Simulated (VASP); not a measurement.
# Zn15S16 (a cell with a defect) in VASP: notebook

Runs on Zn15S16 (a cell with a defect). Level: PBE. Tasks: single point.

Program: VASP 6.6.1. These are calculated values, not measurements. Logs are shortened: lines on timing, memory, paths and dates and some standing lists are left out, and cuts for length are marked.

## (1) The cell of the first run

The cell holds a defect, 31 atoms: a = 9.426 Å, b = 9.426 Å, c = 9.426 Å, α = 109.47°, β = 109.47°, γ = 109.47°.

## (2) Single point, PBE (atoms taken out, then relaxed in part)

INCAR

```
PREC = Accurate ; ENCUT = 520
EDIFF = 1E-7 ; ISMEAR = 0
SIGMA = 0.02 ; LREAL = Auto
LASPH = T ; NELM = 80
ALGO = Normal ; ISIF = 2
LWAVE = F ; LCHARG = F
GGA = PE ; NELECT = 278.0
NBANDS = 159
```

KPOINTS

```
Automatic mesh
0
Gamma
  2 2 2
  0.5 0.5 0.5
```

POSCAR

```
Zn15S16
1.0
   -5.4423086028      5.4423086028     -5.4423086028
    5.4423086028      5.4423086028      5.4423086028
    5.4423086028     -5.4423086028     -5.4423086028
Zn S
15 16
Direct
    0.2478226267      0.7500000000     -0.0095864044
   -0.0074090311      0.0021773733      0.0021773733
    0.7521773733      0.2425909689      0.0021773733
    0.2478226267     -0.0095864044      0.7500000000
    0.5000000000      0.4978226267     -0.0095864044
    0.0000000000      0.2500000000      0.7500000000
    0.7404135956      0.7500000000      0.4978226267
    0.5000000000     -0.0095864044      0.4978226267
    0.7404135956      0.4978226267      0.7500000000
    0.0000000000      0.7500000000      0.2500000000
    0.2595864044      0.2574090311      0.5095864044
    0.0074090311      0.5095864044      0.5095864044
    0.7521773733      0.0021773733      0.2425909689
    0.5000000000      0.2500000000      0.2500000000
    0.2595864044      0.5095864044      0.2574090311
    0.2558201085      0.7500000000      0.7500000000
   -0.0012390479      0.9997311592      0.7500000000
    0.5000000000      0.7500000000      0.5058201085
    0.7497311592      0.2487609521      0.7500000000
    0.2502688408      0.9990297929      0.5002688408
    0.5000000000      0.5058201085      0.7500000000
    0.0012390479      0.2512390479      0.5009702071
    0.7497311592      0.7500000000      0.2487609521
    0.5000000000      0.9997311592      0.2487609521
    0.7490297929      0.5002688408      0.5002688408
   -0.0012390479      0.7500000000     -0.0002688408
    0.2509702071      0.2512390479      0.2512390479
    0.0012390479      0.5009702071      0.2512390479
    0.7441798915      0.9941798915     -0.0058201085
    0.5000000000      0.2487609521     -0.0002688408
    0.2502688408      0.5002688408     -0.0009702071
```

Potentials or basis: VASP PAW PBE potentials, release 64 (Zn, S).

Command:

```sh
cat potpaw_PBE.64/Zn/POTCAR potpaw_PBE.64/S/POTCAR > POTCAR
mpirun -np 1 vasp_std > vasp.out
```

OUTCAR:

```text
PREC = Accurate
   ENCUT = 520
   EDIFF = 1E-7
   ISMEAR = 0
   LREAL = Auto
   LASPH = T
   NELM = 80
   ISIF = 2
   GGA = PE
   NELECT = 278.0

 ion  position               nearest neighbor table
   1  0.248  0.750  0.990-  16 2.29  26 2.38  31 2.39  24 2.39
   2  0.993  0.002  0.002-  29 2.29  27 2.38  17 2.39  26 2.39
   3  0.752  0.243  0.002-  29 2.29  28 2.38  19 2.39  30 2.39
   4  0.248  0.990  0.750-  16 2.29  17 2.38  30 2.39  20 2.39
   5  0.500  0.498  0.990-  21 2.29  30 2.38  31 2.39  23 2.39
   6  0.000  0.250  0.750-  17 2.36  19 2.36  31 2.36  22 2.36
   7  0.740  0.750  0.498-  18 2.29  23 2.38  17 2.39  25 2.39
   8  0.500  0.990  0.498-  18 2.29  24 2.38  19 2.39  20 2.39
   9  0.740  0.498  0.750-  21 2.29  19 2.38  26 2.39  25 2.39
  10  0.000  0.750  0.250-  23 2.36  26 2.36  20 2.36  28 2.36
  11  0.260  0.257  0.510-  21 2.29  20 2.38  22 2.39  27 2.39
  12  0.007  0.510  0.510-  16 2.29  25 2.38  22 2.39  28 2.39
  13  0.752  0.002  0.243-  29 2.29  22 2.38  24 2.39  23 2.39
  14  0.500  0.250  0.250-  24 2.36  27 2.36  30 2.36  25 2.36
  15  0.260  0.510  0.257-  18 2.29  31 2.38  28 2.39  27 2.39
  16  0.256  0.750  0.750-  12 2.29   4 2.29   1 2.29
  17  0.999  1.000  0.750-   6 2.36   4 2.38   7 2.39   2 2.39
  18  0.500  0.750  0.506-  15 2.29   8 2.29   7 2.29
  19  0.750  0.249  0.750-   6 2.36   9 2.38   8 2.39   3 2.39
  20  0.250  0.999  0.500-  10 2.36  11 2.38   4 2.39   8 2.39
  21  0.500  0.506  0.750-  11 2.29   9 2.29   5 2.29
  22  0.001  0.251  0.501-   6 2.36  13 2.38  12 2.39  11 2.39
  23  0.750  0.750  0.249-  10 2.36   7 2.38   5 2.39  13 2.39
  24  0.500  1.000  0.249-  14 2.36   8 2.38   1 2.39  13 2.39
  25  0.749  0.500  0.500-  14 2.36  12 2.38   7 2.39   9 2.39
  26  0.999  0.750  1.000-  10 2.36   1 2.38   9 2.39   2 2.39
  27  0.251  0.251  0.251-  14 2.36   2 2.38  11 2.39  15 2.39
  28  0.001  0.501  0.251-  10 2.36   3 2.38  12 2.39  15 2.39
  29  0.744  0.994  0.994-  13 2.29   3 2.29   2 2.29
  30  0.500  0.249  1.000-  14 2.36   5 2.38   4 2.39   3 2.39
  31  0.250  0.500  0.999-   6 2.36  15 2.38   1 2.39   5 2.39

  LATTYP: Found a body centered cubic cell.
 ALAT       =    10.8846172056

  Lattice vectors:

 A1 = (  -5.4423086028,   5.4423086028,  -5.4423086028)
 A2 = (   5.4423086028,   5.4423086028,   5.4423086028)
 A3 = (   5.4423086028,  -5.4423086028,  -5.4423086028)

Analysis of symmetry for initial positions (statically):
=====================================================================
 Subroutine PRICEL returns:
 Original cell was already a primitive cell.

 Routine SETGRP: Setting up the symmetry group for a
 body centered cubic supercell.

 Subroutine GETGRP returns: Found 24 space group operations
 (whereof  2 operations were pure point group operations)
 out of a pool of 48 trial point group operations.

The static configuration has the point symmetry C_1h.
 The point group associated with its full space group is T_d .

Analysis of symmetry for dynamics (positions and initial velocities):
=====================================================================
 Subroutine PRICEL returns:
 Original cell was already a primitive cell.

 Routine SETGRP: Setting up the symmetry group for a
 body centered cubic supercell.

 Subroutine GETGRP returns: Found 24 space group operations
 (whereof  2 operations were pure point group operations)
 out of a pool of 48 trial point group operations.

The dynamic configuration has the point symmetry C_1h.
 The point group associated with its full space group is T_d .

 Subroutine INISYM returns: Found 24 space group operations
 (whereof  2 operations are pure point group operations),
 and found     1 'primitive' translations

----------------------------------------------------------------------------------------

                                     Primitive cell

  volume of cell :     644.7769

  direct lattice vectors                    reciprocal lattice vectors
    -5.442308603  5.442308603 -5.442308603     0.000000000  0.091872776 -0.091872776
     5.442308603  5.442308603  5.442308603     0.091872776  0.091872776  0.000000000
     5.442308603 -5.442308603 -5.442308603     0.091872776  0.000000000 -0.091872776

  length of vectors
     9.426355011  9.426355011  9.426355011     0.129927726  0.129927726  0.129927726

  position of ions in fractional coordinates (direct lattice)
     0.247822627  0.750000000  0.990413596
     0.992590969  0.002177373  0.002177373
     0.752177373  0.242590969  0.002177373
     0.247822627  0.990413596  0.750000000
     0.500000000  0.497822627  0.990413596
     0.000000000  0.250000000  0.750000000
[... 23 lines left out ...]
     0.500000000  0.248760952  0.999731159
     0.250268841  0.500268841  0.999029793

  ion indices of the primitive-cell ions
   primitive index   ion index
                 1           1
                 2           2
                 3           3
                 4           4
                 5           5
                 6           6
[... 23 lines left out ...]
                30          30
                31          31

----------------------------------------------------------------------------------------

 KPOINTS: Automatic mesh

Automatic generation of k-mesh.
 Grid dimensions read from file:
 generate k-points for:    2    2    2

 Generating k-lattice:

  Cartesian coordinates                     Fractional coordinates (reciprocal lattice)
     0.000000000  0.045936388 -0.045936388     0.500000000  0.000000000  0.000000000
     0.045936388  0.045936388  0.000000000     0.000000000  0.500000000  0.000000000
     0.045936388  0.000000000 -0.045936388     0.000000000  0.000000000  0.500000000

  Length of vectors
     0.064963863  0.064963863  0.064963863

  Shift w.r.t. Gamma in fractional coordinates (k-lattice)
     0.500000000  0.500000000  0.500000000

 Subroutine IBZKPT returns following result:
 ===========================================

 Found      2 irreducible k-points:

 Following reciprocal coordinates:
            Coordinates               Weight
  0.250000  0.250000  0.250000      2.000000
 -0.250000  0.250000  0.250000      6.000000
   k-points           NKPTS =      2   k-points in BZ     NKDIM =      2   number of bands    NBANDS=    159
   number of dos      NEDOS =    301   number of ions     NIONS =     31
   total plane-waves  NPLWV = 343000
   dimension x,y,z NGX =    70 NGY =   70 NGZ =   70
   dimension x,y,z NGXF=   140 NGYF=  140 NGZF=  140
   ions per type =              15  16
   NGX,Y,Z   is equivalent  to a cutoff of  12.35, 12.35, 12.35 a.u.
   NGXF,Y,Z  is equivalent  to a cutoff of  24.69, 24.69, 24.69 a.u.
 SYSTEM =  unknown system
   PREC   = accura    normal or accurate (medium, high low for compatibility)
   ISTART =      0    job   : 0-new  1-cont  2-samecut
   ICHARG =      2    charge: 1-file 2-atom 10-const
   ISPIN  =      1    spin polarized calculation?
   LNONCOLLINEAR =      F non collinear calculations
   LSORBIT =      F    spin-orbit coupling
   LASPH  =      T    aspherical Exc in radial PAW
   ENCUT  =  520.0 eV  38.22 Ry    6.18 a.u.  17.53 17.53 17.53*2*pi/ulx,y,z
   NELM   =     80;   NELMIN=  2; NELMDL= -5     # of ELM steps
   EDIFF  = 0.1E-06   stopping-criterion for ELM
   LREAL  =      T    real-space projection
   EDIFFG = 0.1E-05   stopping-criterion for IOM
   NSW    =      0    number of steps for IOM
   IBRION =     -1    ionic relax: 0-MD 1-quasi-New 2-CG
   NFREE  =      0    steps in history (QN), initial steepest desc. (CG)
   ISIF   =      2    stress and relaxation
   ISYM   =      2    0-nonsym 1-usesym 2-fastsym
   POTIM  = 0.5000    time-step for ionic-motion
   TEBEG  =    0.0;   TEEND  =   0.0 temperature during run
   PSTRESS=    0.0 pullay stress
   NELECT =     278.0000    total number of electrons
   NUPDOWN=      -1.0000    fix difference up-down
   EMIN   =  10.00;   EMAX   =-10.00  energy-range for DOS
   EFERMI =   0.00;   METHOD = LEGACY
   ISMEAR =     0;   SIGMA  =   0.02  broadening in eV -4-tet -1-fermi 0-gaus
   EFERMI_NEDOS =   21; number of points for ismear=-14 and -15
   IALGO  =     38    algorithm
   IMIX   =      4    mixing-type and parameters
     AMIX     =   0.40;   BMIX     =  1.00
     AMIX_MAG =   1.60;   BMIX_MAG =  1.00
  volume/ion in A,a.u.               =      20.80       140.36
  Fermi-wavevector in a.u.,A,eV,Ry     =   1.236763  2.337144 20.811248  1.529584
  Thomas-Fermi vector in A             =   2.371358
   LORBIT       =      0    0 simple, 1 ext, 2 COOP (PROOUT), +10 PAW based schemes
   GGA     = PE    functional components
   LHFCALC =     F    Hartree Fock is set to
   AEXX    =    0.0000 exact exchange contribution
   IVDW    =     0    specifies the selected vdW correction
   LEPSILON=     F    determine dielectric tensor
   LRPA    =     F    only Hartree local field effects (RPA)
 non-spin polarized calculation
 Gauss-broadening in eV      SIGMA  =   0.02
  energy-cutoff  :      520.00
  volume of cell :      644.78
 maximum number of plane-waves:     17388
 NGX is ok and might be reduce to    70
   NGX = 35   NGY = 35   NGZ = 35

 number of electron     278.0000094 magnetization

 Free energy of the ion-electron system (eV)
  ---------------------------------------------------
  ext. energy  EPLUGINS =         0.00000000
  ---------------------------------------------------
  free energy    TOTEN  =      -101.07407976 eV

  energy without entropy =     -101.07407976  energy(sigma->0) =     -101.07407976

 E-fermi :   1.8345     XC(G=0):  -9.4425

 val. band max:        1.7002306080   @ k =   0.2500   0.2500   0.2500
 cond. band min:       4.9699536266   @ k =  -0.2500   0.2500   0.2500
 fundamental gap:      3.2697230186
 Fermi energy:         1.8344592638

 k-point     1 :       0.2500    0.2500    0.2500
  band No.  band energies     occupation
      1     -10.8752      2.00000
      2     -10.8752      2.00000
      3     -10.8752      2.00000
      4     -10.6639      2.00000
      5     -10.2917      2.00000
      6     -10.2917      2.00000
[... 143 lines left out ...]
    150       6.0045      0.00000
    151       6.0045      0.00000

 k-point     2 :      -0.2500    0.2500    0.2500
  band No.  band energies     occupation
      1     -11.0840      2.00000
      2     -10.6882      2.00000
      3     -10.6153      2.00000
      4     -10.6153      2.00000
      5     -10.5656      2.00000
      6     -10.3985      2.00000
[... 143 lines left out ...]
    150       6.3931      0.00000
    151       6.3931      0.00000
 [bands above 151 left out]

------------------------ aborting loop because EDIFF is reached ----------------------------------------

  FORCE on cell =-STRESS in cart. coord.  units (eV):
  Direction    XX          YY          ZZ          XY          YZ          ZX
  --------------------------------------------------------------------------------------
  -------------------------------------------------------------------------------------
  Total       14.0321655     14.0321655     14.0321655      0.0000000     -0.0000000      0.0000000
  in kB       34.8679004     34.8679004     34.8679004      0.0000000     -0.0000000      0.0000000
  external PRESSURE =      34.8679004 kB  Pullay stress =       0.0000000 kB

 VOLUME and BASIS-vectors are now :
 -----------------------------------------------------------------------------
  energy-cutoff  :      520.00
  volume of cell :      644.78
      direct lattice vectors                 reciprocal lattice vectors
    -5.442308603  5.442308603 -5.442308603     0.000000000  0.091872776 -0.091872776
     5.442308603  5.442308603  5.442308603     0.091872776  0.091872776  0.000000000
     5.442308603 -5.442308603 -5.442308603     0.091872776  0.000000000 -0.091872776

 POSITION                                       TOTAL-FORCE (eV/Angst)
 -----------------------------------------------------------------------------------
      8.12314      0.04032     -2.65713         0.004590     -0.004590      0.009386
     -5.37829      5.40199     -5.40199         0.009386      0.004590     -0.004590
     -2.76148      5.40199     -2.78518         0.004590      0.004590     -0.009386
      8.12314      2.65713     -0.04032         0.004590     -0.009386      0.004590
      5.37829      0.04032     -5.40199        -0.009386     -0.004590     -0.004590
      5.44231     -2.72115     -2.72115        -0.000000      0.000000     -0.000000
[... 23 lines left out ...]
      4.07353     -1.36586     -6.80817         0.010289      0.013254      0.013254
      6.79761     -1.35237     -4.07645         0.013254     -0.010289     -0.013254
 -----------------------------------------------------------------------------------
    total drift:                               -0.000177     -0.000219      0.000177

  FREE ENERGIE OF THE ION-ELECTRON SYSTEM (eV)
  ---------------------------------------------------
  free  energy   TOTEN  =      -101.0740797585 eV

  energy  without entropy=     -101.0740797585  energy(sigma->0) =     -101.07407976
```

Run time: 6.2 min. Hardware: 1 thread of AMD EPYC 9R45 (Zen 5), shared host; peak memory 0.71 GiB.

Results:

```
Free energy   : -101.0741 eV
Largest force : 0.021 eV/Å
```

Forces on the atoms (eV/Å):
```
Zn   0.005 -0.005  0.009
Zn   0.009  0.005 -0.005
Zn   0.005  0.005 -0.009
Zn   0.005 -0.009  0.005
Zn  -0.009 -0.005 -0.005
Zn   0.000  0.000  0.000
Zn  -0.005  0.005  0.009
Zn  -0.009  0.005  0.005
Zn  -0.005 -0.009 -0.005
Zn   0.000  0.000  0.000
Zn  -0.005 -0.005 -0.009
Zn   0.009 -0.005  0.005
Zn   0.005  0.009 -0.005
Zn   0.000  0.000  0.000
Zn  -0.005  0.009  0.005
S   -0.012  0.012 -0.012
S   -0.013  0.010 -0.013
S    0.012 -0.012 -0.012
S    0.013  0.010  0.013
S    0.013  0.013  0.010
S    0.012  0.012  0.012
S   -0.013 -0.010  0.013
S    0.013 -0.013 -0.010
S    0.010 -0.013 -0.013
S   -0.010  0.013 -0.013
S   -0.013  0.013 -0.010
S   -0.010 -0.013  0.013
S   -0.013 -0.013  0.010
S   -0.012 -0.012  0.012
S    0.010  0.013  0.013
S    0.013 -0.010 -0.013
```

Caveat: the cell carries a net charge on a neutralising background, which shifts energy and pressure; the cell differs from its parent crystal (atoms taken out, then relaxed in part); the cell is charged against a uniform background, so pressure and absolute levels hang on convention.

## (3) Single point, PBE (atoms taken out, then relaxed in part)

INCAR

```
PREC = Accurate ; ENCUT = 520
EDIFF = 1E-7 ; ISMEAR = 0
SIGMA = 0.02 ; LREAL = Auto
LASPH = True ; NELM = 100
ALGO = Normal ; ISIF = 2
LWAVE = False ; LCHARG = False
GGA = PE ; NBANDS = 159
NELECT = 278.0
```

KPOINTS is that of step 2.

POSCAR

```
Zn15S16
1.0
   -5.4423086028      5.4423086028     -5.4423086028
    5.4423086028      5.4423086028      5.4423086028
    5.4423086028     -5.4423086028     -5.4423086028
Zn S
15 16
Direct
    0.4904136155      0.7500000000     -0.2521773583
   -0.0021773583     -0.0095863845      0.0000000000
    0.7500000000      0.2500000000      0.0000000000
    0.2500000000     -0.0095863845      0.7478226417
    0.4904136155      0.4978226417      0.0000000000
    0.0095863845      0.2574090262      0.7595863845
    0.7500000000      0.7500000000      0.5000000000
    0.5021773583      0.0021773583      0.4925909738
    0.7574090262      0.5095863845      0.7595863845
   -0.0021773583      0.7500000000      0.2404136155
    0.2500000000      0.2500000000      0.5000000000
    0.0095863845      0.5095863845      0.5074090262
    0.7425909738      0.0021773583      0.2521773583
    0.5021773583      0.2425909738      0.2521773583
    0.2500000000      0.4978226417      0.2404136155
    0.2500000000      0.7500000000      0.7558200917
    0.0002688373      0.9990297994      0.7502688373
    0.4997311627      0.7500000000      0.4987609622
    0.7512390378      0.2512390378      0.7509702006
    0.2500000000      0.9997311627      0.4987609622
    0.4990297994      0.5002688373      0.7502688373
    0.0009702006      0.2512390378      0.5012390378
    0.7487609622      0.7500000000      0.2497311627
    0.4941799083      0.9941799083      0.2441799083
    0.7512390378      0.5009702006      0.5012390378
    0.0058200917      0.7500000000      0.0000000000
    0.2500000000      0.2487609622      0.2497311627
    0.0002688373      0.5002688373      0.2490297994
    0.7487609622      0.9997311627      0.0000000000
    0.4997311627      0.2487609622      0.0000000000
    0.2500000000      0.5058200917      0.0000000000
```

Potentials or basis: VASP PAW PBE potentials, release 64 (Zn, S).

Command:

```sh
cat potpaw_PBE.64/Zn/POTCAR potpaw_PBE.64/S/POTCAR > POTCAR
mpirun -np 1 vasp_std > vasp.out
```

It took 6.5 min on 1 thread of AMD EPYC 9R45 (Zen 5), shared host; peak memory 0.69 GiB.

The run converged. Its results:

```yaml
Free_energy: -101.0741 eV
Largest_force: 0.021 eV/Å
```

Forces in eV/Å, atoms in the order of the input:
```
Zn  -0.005  0.005  0.009
Zn   0.005 -0.009  0.005
Zn   0.000  0.000  0.000
Zn  -0.009  0.005  0.005
Zn  -0.005 -0.009 -0.005
Zn  -0.005 -0.005 -0.009
Zn   0.000  0.000  0.000
Zn   0.005  0.009 -0.005
Zn   0.009 -0.005  0.005
Zn   0.005 -0.005  0.009
Zn   0.000  0.000  0.000
Zn  -0.005  0.009  0.005
Zn   0.009  0.005 -0.005
Zn   0.005  0.005 -0.009
Zn  -0.009 -0.005 -0.005
S    0.012 -0.012 -0.012
S    0.013  0.013  0.010
S    0.013 -0.013 -0.010
S   -0.013 -0.010  0.013
S    0.010 -0.013 -0.013
S   -0.010  0.013 -0.013
S   -0.010 -0.013  0.013
S   -0.013  0.013 -0.010
S   -0.012 -0.012  0.012
S   -0.013 -0.013  0.010
S   -0.012  0.012 -0.012
S    0.010  0.013  0.013
S    0.013 -0.010 -0.013
S   -0.013  0.010 -0.013
S    0.013  0.010  0.013
S    0.012  0.012  0.012
```

Levels at points of the mesh, in eV from the Fermi level:
| k point | band 136 | band 137 | band 138 | band 139 | band 140 | band 141 | band 142 | band 143 |
| --- | --- | --- | --- | --- | --- | --- | --- | --- |
| (0.25, 0.25, 0.25) | -0.58 | -0.13 | -0.13 | -0.13 | 3.28 | 3.28 | 3.28 | 3.59 |

Caveat: the cell carries a net charge on a neutralising background, which shifts energy and pressure; the cell differs from its parent crystal (atoms taken out, then relaxed in part); the cell is charged against a uniform background, so pressure and absolute levels hang on convention.
